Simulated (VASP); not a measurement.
Crystal: RuS.

```
CELL_PARAMETERS angstrom
0.00000 2.54676 2.54676
2.54676 0.00000 2.54676
5.09351 5.09351 0.00000
ATOMIC_POSITIONS crystal
Ru 0.50000 0.50000 0.25000
Ru 0.50000 0.50000 0.75000
S 0.00000 0.00000 0.00000
S 0.00000 0.00000 0.50000
```

Base run:

| Property | Result |
| --- | --- |
| Program | VASP 6.6.1 |
| Functional | LDA |
| Potentials or basis | VASP PAW LDA potentials, release 64 (Ru_pv, S) |
| Cutoff | 520 eV |
| k mesh | 6 × 6 × 6 |
| Occupations | gaussian, width 0.05 eV |
| Spin | collinear spin, ferromagnetic start |
| Starting moments | [4.0, 4.0, 0.0, 0.0] μB |
| Hubbard terms | Ru d U = 2.0 eV, J = 0.9 eV |

Its results: pressure -22.1 GPa; site moments Ru +0.93; S +0.07 μB.

**Question.** The run is repeated on the same cell with these changes: moments at the start from [4.0, 4.0, 0.0, 0.0] to [3.12, 3.12, 0.62, 0.62]; fixed moment from none to 8 μB. What comes out?

**Answer.** Pressure 5.3 GPa; site moments Ru +3.10; S +0.45 μB.

Caveats: the cell stands under tension (at least some runs); the cell stands under pressure (at least some runs); the total moment is fixed, so each spin has its own Fermi level (at least some runs).
